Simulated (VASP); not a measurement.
**HfO2: single point with PBEsol+D4**

Crystal: HfO2.

```
Hf O
1.0
     5.51461    0.00000    0.00000
     0.00000    3.28286    0.00000
     0.00000    0.00000    6.43550
Hf O
4 8
Direct
  0.74644 0.75000 0.61193
  0.25356 0.25000 0.38807
  0.24644 0.75000 0.88807
  0.75356 0.25000 0.11193
  0.64058 0.25000 0.42581
  0.35942 0.75000 0.57419
  0.14058 0.25000 0.07419
  0.85942 0.75000 0.92581
  0.52407 0.25000 0.83897
  0.47593 0.75000 0.16103
  0.02407 0.25000 0.66103
  0.97593 0.75000 0.33897
```

```
Program                : VASP 6.6.1
Task                   : single point
Functional             : PBEsol
Dispersion             : D4
Potentials or basis    : VASP PAW PBE potentials, release 64 (Hf_pv, O)
Cutoff                 : 520 eV
k mesh                 : 5 × 8 × 4
Occupations            : fermi-dirac, width 0.05 eV
Spin                   : no spin polarisation
Dipole correction      : no
Further INCAR settings : ALGO = Normal; EDIFF = 1e-07; NBANDS = 56
```

The pressure is -3.7 GPa, the largest force is 0.060 eV/Å and the band gap on the k mesh is 3.23 eV. The dispersion energy per atom is -0.123 eV.

Forces in eV/Å, atoms in the order of the input:
```
Hf  -0.009  0.000 -0.059
Hf   0.009  0.000  0.059
Hf  -0.009  0.000  0.059
Hf   0.009  0.000 -0.059
O   -0.006  0.000  0.013
O    0.006  0.000 -0.013
O   -0.006  0.000 -0.013
O    0.006  0.000  0.013
O   -0.016  0.000  0.053
O    0.016  0.000 -0.053
O   -0.016  0.000 -0.053
O    0.016  0.000  0.053
```

Stress tensor (GPa, compression positive):
```
-3.64  0.00  0.00
 0.00 -3.73  0.00
 0.00  0.00 -3.78
```

Levels at points of the mesh, in eV from the valence-band top:
```
           k point  band 41  band 42  band 43  band 44  band 45  band 46  band 47  band 48
(0.00, 0.00, 0.00)    -0.90    -0.28    -0.07     0.00     3.23     4.37     4.40     4.96
(0.00, 0.50, 0.00)    -0.96    -0.96    -0.69    -0.69     5.27     5.27     6.07     6.07
(0.00, 0.00, 0.50)    -0.61    -0.61    -0.37    -0.37     4.20     4.20     4.91     4.91
(0.00, 0.50, 0.50)    -1.05    -1.05    -0.86    -0.86     5.23     5.23     6.32     6.32
```

Run time: 7.5 min on 1 thread of Intel Xeon 8259CL, with other jobs on the host, peak memory 0.35 GiB.

Caveat: the cell stands under tension; the PAW data sets were made with another functional, which shifts forces and pressure a little; spin-orbit coupling is left out, which moves the levels of the heavy elements; an odd mesh through Γ misses points on the zone boundary, where band edges can lie.
